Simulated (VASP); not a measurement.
Y3N2:

```
Y N
1.0
     3.42855    0.00000    0.00000
    -1.71428    2.96921    0.00000
     0.00000    0.00000   12.58473
Y N
3 2
Direct
  0.00000 0.00000 0.22683
  0.00000 0.00000 0.77317
  0.00000 0.00000 0.50000
  0.00000 0.00000 0.04584
  0.00000 0.00000 0.95416
```

Base run:

- Program: VASP 6.6.1
- Functional: PBE
- Potentials or basis: VASP PAW PBE potentials, release 64 (Y_sv, N)
- Cutoff: 520 eV
- k mesh: 6 × 6 × 2
- Occupations: gaussian, width 0.1 eV
- Spin: no spin polarisation

Its results: pressure 0.3 GPa; largest force 0.801 eV/Å.

The run is repeated on the same cell with these changes: potentials or basis from VASP PAW PBE potentials, release 64 (Y_sv, N) to VASP PAW PBE potentials, release 64 (Y_sv, N_h); cutoff from 520 eV to 910 eV; further incar settings from ALGO = Normal; EDIFF = 1e-07; NBANDS = 30 to ALGO = Normal; EDIFF = 1e-06; NBANDS = 30. What comes out?

Pressure -0.1 GPa; largest force 0.039 eV/Å.

Caveats: the standard files for N, O and F lose accuracy on very short bonds (some runs); the cutoff is under 1.25 times the usual one of these potentials, so pressure, stress and relaxed cells hold a basis-set (Pulay) error (some runs).
